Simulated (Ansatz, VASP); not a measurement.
LiCl: VASP beside Ansatz

INCAR

```
ALGO = Normal ; EDIFF = 1E-7
ENCUT = 520 ; GGA = PS
ISIF = 2 ; ISMEAR = 0
LASPH = T ; LCHARG = F
LREAL = F ; LWAVE = F
NBANDS = 12 ; NELM = 100
PREC = Accurate ; SIGMA = 0.05
```

File KPOINTS:

```
k-points
0
Gamma
  8 8 8
```

POSCAR

```
LiCl
1.0
    0.0000000000      2.6288790000      2.6929980000
    2.6288790000      0.0000000000      2.6929980000
    2.6288790000      2.6288790000      0.0000000000
Li Cl
1 1
Direct
    0.0000000000      0.0000000000      0.0000000000
    0.5000000000      0.5000000000      0.5000000000
```

Input for Ansatz:

```yaml
crystal:
  lattice:
    - [0.0, 2.628879, 2.692998]
    - [2.628879, 0.0, 2.692998]
    - [2.628879, 2.628879, 0.0]
  atoms:
    - { symbol: Li, position: [0.0, 0.0, 0.0] }
    - { symbol: Cl, position: [0.5, 0.5, 0.5] }
basis:
  ecutwfc: 420
kpoints:
  mp_grid: { grid: [8, 8, 8] }
hamiltonian:
  xc: pbesol
scf:
  occupations: { method: gaussian, width: 0.05 }
output:
  forces: true
  stress: true
  eigenvalues: true
```

Change from the starting cell: strain +0.025 along x and y, +0.050 along z, atoms carried along.

Alike in both runs: task single point; functional PBEsol; k mesh 8 × 8 × 8; occupations gaussian, width 0.05 eV; no spin polarisation.

|  | VASP | Ansatz |
| --- | --- | --- |
| version | VASP 6.6.1 | Ansatz 0.2.0 |
| potentials or method | VASP PAW PBE potentials, release 64 (Li_sv, Cl), cutoff 520 eV | scalar-relativistic, plane waves, PAW |
| valence electrons in the cell | 10 | 10 |

|  | VASP | Ansatz | Ansatz less VASP |
| --- | --- | --- | --- |
| gap on the k mesh at the Fermi level (eV) | 5.59 | 5.58 | -0.010 |
| least direct gap on the mesh (eV) | 5.59 | 5.58 | -0.010 |

VASP's potentials were made for PBE, not for PBEsol.

Noted on VASP's run: the cutoff is short for stress, so the pressure is rough.
